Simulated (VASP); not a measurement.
# GaAs (zincblende type) (F-43m) in VASP: further runs

The runs below take GaAs (zincblende type) through single point, with r2SCAN.

All numbers are computed with VASP 6.6.1; they aren't measurements. Logs are shortened: lines on timing, memory, paths and dates and some standing lists are left out, and cuts for length are marked.

## Step 1: The cell of the first run

Symmetry: F-43m, No. 216, cubic system. Conventional cell: a = 5.078 Å, b = 5.078 Å, c = 5.078 Å, α = 90.00°, β = 90.00°, γ = 90.00°. Ga (site symmetry -43m) has 4 As at 2.20 Å within 2.9 Å. As (site symmetry -43m) has 4 Ga at 2.20 Å within 2.9 Å.

## Step 2: Single point, r2SCAN (16.37 Å³/atom)

File POSCAR:

```
GaAs
1.0
    0.0000000000      2.5392427488      2.5392427488
    2.5392427488      0.0000000000      2.5392427488
    2.5392427488      2.5392427488      0.0000000000
Ga As
1 1
Direct
    0.0000000000      0.0000000000      0.0000000000
    0.2500000000      0.2500000000      0.2500000000
```

File INCAR.step1:

```
ALGO     = Normal         # electronic algorithm
EDIFF    = 1E-4           # SCF threshold, eV
ENCUT    = 520            # plane-wave cutoff, eV
GGA      = PE             # functional
ISMEAR   = -1             # smearing method
LASPH    = True           # aspherical terms in the spheres
LCHARG   = False          # write CHGCAR
LREAL    = False          # projectors in reciprocal space
LWAVE    = True           # write WAVECAR
NBANDS   = 16             # bands
NELM     = 60             # most SCF steps
PREC     = Accurate       # precision mode
SIGMA    = 0.08           # smearing width, eV
```

File INCAR.step2:

```
ALGO     = Normal         # electronic algorithm
EDIFF    = 1E-6           # SCF threshold, eV
ENCUT    = 520            # plane-wave cutoff, eV
ISIF     = 2              # what is computed and relaxed
ISMEAR   = -1             # smearing method
ISTART   = 1            
LASPH    = True           # aspherical terms in the spheres
LCHARG   = False          # write CHGCAR
LMIXTAU  = True         
LREAL    = False          # projectors in reciprocal space
LWAVE    = False          # write WAVECAR
METAGGA  = R2SCAN         # meta-GGA
NBANDS   = 16             # bands
NELM     = 60             # most SCF steps
PREC     = Accurate       # precision mode
SIGMA    = 0.08           # smearing width, eV
```

File KPOINTS:

```
k-points
0
Gamma
  11 11 11
```

Potentials or basis: VASP PAW PBE potentials, release 64 (Ga_d, As).

Run with:

```console
$ cat potpaw_PBE.64/Ga_d/POTCAR potpaw_PBE.64/As/POTCAR > POTCAR
$ cp INCAR.step1 INCAR
$ mpirun -np 1 vasp_std > vasp.out
$ cp INCAR.step2 INCAR
$ mpirun -np 1 vasp_std > vasp.out
```

OUTCAR:

```text
EDIFF = 1E-6
   ENCUT = 520
   ISIF = 2
   ISMEAR = -1
   ISTART = 1
   LASPH = True
   LREAL = False
   METAGGA = R2SCAN
   NELM = 60
   PREC = Accurate

 ion  position               nearest neighbor table
   1  0.000  0.000  0.000-   2 2.20   2 2.20   2 2.20   2 2.20
   2  0.250  0.250  0.250-   1 2.20   1 2.20   1 2.20   1 2.20

  LATTYP: Found a face centered cubic cell.
 ALAT       =     5.0784854976

  Lattice vectors:

 A1 = (   0.0000000000,   2.5392427488,   2.5392427488)
 A2 = (   2.5392427488,   0.0000000000,   2.5392427488)
 A3 = (   2.5392427488,   2.5392427488,   0.0000000000)

Analysis of symmetry for initial positions (statically):
=====================================================================
 Subroutine PRICEL returns:
 Original cell was already a primitive cell.

 Routine SETGRP: Setting up the symmetry group for a
 face centered cubic supercell.

 Subroutine GETGRP returns: Found 24 space group operations
 (whereof 24 operations were pure point group operations)
 out of a pool of 48 trial point group operations.

The static configuration has the point symmetry T_d .

Analysis of symmetry for dynamics (positions and initial velocities):
=====================================================================
 Subroutine PRICEL returns:
 Original cell was already a primitive cell.

 Routine SETGRP: Setting up the symmetry group for a
 face centered cubic supercell.

 Subroutine GETGRP returns: Found 24 space group operations
 (whereof 24 operations were pure point group operations)
 out of a pool of 48 trial point group operations.

The dynamic configuration has the point symmetry T_d .

 Subroutine INISYM returns: Found 24 space group operations
 (whereof 24 operations are pure point group operations),
 and found     1 'primitive' translations

----------------------------------------------------------------------------------------

                                     Primitive cell

  volume of cell :      32.7448

  direct lattice vectors                    reciprocal lattice vectors
     0.000000000  2.539242749  2.539242749    -0.196909098  0.196909098  0.196909098
     2.539242749  0.000000000  2.539242749     0.196909098 -0.196909098  0.196909098
     2.539242749  2.539242749  0.000000000     0.196909098  0.196909098 -0.196909098

  length of vectors
     3.591031534  3.591031534  3.591031534     0.341056563  0.341056563  0.341056563

  position of ions in fractional coordinates (direct lattice)
[... 78 lines left out ...]
   NELM   =     60;   NELMIN=  2; NELMDL=  0     # of ELM steps
   EDIFF  = 0.1E-05   stopping-criterion for ELM
   LREAL  =      F    real-space projection
   EDIFFG = 0.1E-04   stopping-criterion for IOM
   NSW    =      0    number of steps for IOM
   IBRION =     -1    ionic relax: 0-MD 1-quasi-New 2-CG
   NFREE  =      0    steps in history (QN), initial steepest desc. (CG)
   ISIF   =      2    stress and relaxation
   ISYM   =      2    0-nonsym 1-usesym 2-fastsym
   POTIM  = 0.5000    time-step for ionic-motion
   TEBEG  =    0.0;   TEEND  =   0.0 temperature during run
   PSTRESS=    0.0 pullay stress
   NELECT =      18.0000    total number of electrons
   NUPDOWN=      -1.0000    fix difference up-down
   EMIN   =  10.00;   EMAX   =-10.00  energy-range for DOS
   EFERMI =   0.00;   METHOD = LEGACY
   ISMEAR =    -1;   SIGMA  =   0.08  broadening in eV -4-tet -1-fermi 0-gaus
   EFERMI_NEDOS =   21; number of points for ismear=-14 and -15
   IALGO  =     38    algorithm
   IMIX   =      4    mixing-type and parameters
     AMIX     =   0.40;   BMIX     =  1.00
     AMIX_MAG =   1.60;   BMIX_MAG =  1.00
  volume/ion in A,a.u.               =      16.37       110.49
  Fermi-wavevector in a.u.,A,eV,Ry     =   1.341070  2.534255 24.469653  1.798469
  Thomas-Fermi vector in A             =   2.469333
   LORBIT       =      0    0 simple, 1 ext, 2 COOP (PROOUT), +10 PAW based schemes
   METAGGA = R2SCAN    functional components
   LHFCALC =     F    Hartree Fock is set to
   AEXX    =    0.0000 exact exchange contribution
   IVDW    =     0    specifies the selected vdW correction
   LEPSILON=     F    determine dielectric tensor
   LRPA    =     F    only Hartree local field effects (RPA)
 non-spin polarized calculation
  energy-cutoff  :      520.00
  volume of cell :       32.74
 maximum number of plane-waves:       903
   NGX = 13   NGY = 13   NGZ = 13

 number of electron      17.9999988 magnetization

 Free energy of the ion-electron system (eV)
  ---------------------------------------------------
  ext. energy  EPLUGINS =         0.00000000
  ---------------------------------------------------
  free energy    TOTEN  =       -25.57186136 eV

  energy without entropy =      -25.57183409  energy(sigma->0) =      -25.57184772

 E-fermi :   7.8244     XC(G=0): -11.9032

 val. band max:        7.3626595841   @ k =   0.0000   0.0000   0.0000
 cond. band min:       8.3225180047   @ k =   0.4545   0.4545   0.0000
 fundamental gap:      0.9598584206
 Fermi energy:         7.8244193841

 k-point     1 :       0.0000    0.0000    0.0000
  band No.  band energies     occupation
      1      -8.9115      2.00000
      2      -8.9115      2.00000
      3      -8.9115      2.00000
      4      -8.8204      2.00000
      5      -8.6942      2.00000
      6      -8.6942      2.00000
[... 433 lines left out ...]
      3      -8.8613      2.00000
      4      -8.7058      2.00000
      5      -8.6932      2.00000
      6      -7.1869      2.00000
[... 8 lines left out ...]
     15      19.9660      0.00000
     16      21.1497      0.00000

 [... further k-points ...]

------------------------ aborting loop because EDIFF is reached ----------------------------------------

  FORCE on cell =-STRESS in cart. coord.  units (eV):
  Direction    XX          YY          ZZ          XY          YZ          ZX
  --------------------------------------------------------------------------------------
  -------------------------------------------------------------------------------------
  Total       10.2222384     10.2222384     10.2222384      0.0000000      0.0000000      0.0000000
  in kB      500.1657253    500.1657253    500.1657253      0.0000000      0.0000000      0.0000000
  external PRESSURE =     500.1657253 kB  Pullay stress =       0.0000000 kB

 VOLUME and BASIS-vectors are now :
 -----------------------------------------------------------------------------
  energy-cutoff  :      520.00
  volume of cell :       32.74
      direct lattice vectors                 reciprocal lattice vectors
     0.000000000  2.539242749  2.539242749    -0.196909098  0.196909098  0.196909098
     2.539242749  0.000000000  2.539242749     0.196909098 -0.196909098  0.196909098
     2.539242749  2.539242749  0.000000000     0.196909098  0.196909098 -0.196909098

 POSITION                                       TOTAL-FORCE (eV/Angst)
 -----------------------------------------------------------------------------------
      0.00000      0.00000      0.00000         0.000000      0.000000      0.000000
      1.26962      1.26962      1.26962        -0.000000     -0.000000     -0.000000
 -----------------------------------------------------------------------------------
    total drift:                                0.000010      0.000010      0.000010

  FREE ENERGIE OF THE ION-ELECTRON SYSTEM (eV)
  ---------------------------------------------------
  free  energy   TOTEN  =       -25.5718613563 eV

  energy  without entropy=      -25.5718340853  energy(sigma->0) =      -25.57184772
```

OSZICAR.step1:

```text
N       E                     dE             d eps       ncg     rms          rms(c)
DAV:   1     0.828734590812E+02    0.82873E+02   -0.91096E+03  1896   0.176E+03
DAV:   2    -0.116588743162E+01   -0.84039E+02   -0.80063E+02  2048   0.309E+02
DAV:   3    -0.672375361006E+01   -0.55579E+01   -0.55410E+01  2208   0.639E+01
DAV:   4    -0.678941872515E+01   -0.65665E-01   -0.65660E-01  2200   0.741E+00
DAV:   5    -0.679029624965E+01   -0.87752E-03   -0.87752E-03  2216   0.792E-01    0.424E+00
DAV:   6    -0.658322444524E+01    0.20707E+00   -0.22802E-01  2792   0.110E+01    0.266E+00
DAV:   7    -0.653519666018E+01    0.48028E-01   -0.12272E-01  2296   0.325E+00    0.625E-01
DAV:   8    -0.653573441277E+01   -0.53775E-03   -0.13803E-02  2136   0.143E+00    0.309E-01
DAV:   9    -0.653604738781E+01   -0.31298E-03   -0.10663E-03  2168   0.262E-01    0.569E-02
DAV:  10    -0.653607708097E+01   -0.29693E-04   -0.11117E-04  1792   0.189E-01
   1 F= -.65360771E+01 E0= -.65360068E+01  d E =-.140577E-03
```

Run time: 3.5 min. Hardware: 1 thread of Intel Xeon 8259CL, shared host; peak memory 0.19 GiB.

What came out:

```
Free energy            : -25.5719 eV
Pressure               : 50.0 GPa
Band gap on the k mesh : 0.96 eV (least direct gap 3.76 eV)
```

Levels at points of the mesh, in eV from the valence-band top:
```tsv
k point	band 7	band 8	band 9	band 10	band 11	band 12
(0.00, 0.00, 0.00)	0.00	0.00	0.00	3.76	3.94	3.94
```

Caveat: the cell stands under pressure; the PAW data sets were made with another functional, which shifts forces and pressure a little; an odd mesh through Γ misses points on the zone boundary, where band edges can lie.

## Step 3: Single point, r2SCAN (18.19 Å³/atom)

This run uses another cell than the first one, of 18.19 Å³/atom.

File POSCAR:

```
GaAs
1.0
    0.0000000000      2.6300058698      2.6300058698
    2.6300058698      0.0000000000      2.6300058698
    2.6300058698      2.6300058698      0.0000000000
Ga As
1 1
Direct
    0.0000000000      0.0000000000      0.0000000000
    0.2500000000      0.2500000000      0.2500000000
```

File INCAR.step1:

```
PREC = Accurate
ENCUT = 520
ISMEAR = -1
SIGMA = 0.08
LREAL = F
LASPH = T
NELM = 60
NBANDS = 16
GGA = PE
ALGO = Normal
EDIFF = 1E-4
LWAVE = T
LCHARG = F
```

File INCAR.step2:

```
PREC = Accurate
ENCUT = 520
EDIFF = 1E-7
ISMEAR = -1
SIGMA = 0.08
LREAL = F
LASPH = T
NELM = 60
ALGO = Normal
ISIF = 2
LWAVE = F
LCHARG = F
METAGGA = R2SCAN
LMIXTAU = T
NBANDS = 16
ISTART = 1
```

File KPOINTS:

```
regular mesh
0
Gamma
  11 11 11
```

Potentials or basis: VASP PAW PBE potentials, release 64 (Ga_d, As).

Run with:

```console
$ cat potpaw_PBE.64/Ga_d/POTCAR potpaw_PBE.64/As/POTCAR > POTCAR
$ cp INCAR.step1 INCAR
$ mpirun -np 1 vasp_std > vasp.out
$ cp INCAR.step2 INCAR
$ mpirun -np 1 vasp_std > vasp.out
```

Run time: 3 min. Hardware: 1 thread of Intel Xeon 8259CL, shared host; peak memory 0.19 GiB.

It converged, with:

* Free energy: -26.4264 eV
* Pressure: 27.1 GPa
* Band gap on the k mesh: 1.26 eV (least direct gap 2.84 eV)

Levels at points of the mesh, in eV from the valence-band top:
| k point | band 5 | band 6 | band 7 | band 8 | band 9 | band 10 | band 11 | band 12 | band 13 | band 14 |
| --- | --- | --- | --- | --- | --- | --- | --- | --- | --- | --- |
| (0.00, 0.00, 0.00) | -15.65 | -15.07 | 0.00 | 0.00 | 0.00 | 2.84 | 4.02 | 4.02 | 4.02 | 9.06 |

Caveat: the cell stands under pressure; the PAW data sets were made with another functional, which shifts forces and pressure a little; an odd mesh through Γ misses points on the zone boundary, where band edges can lie.
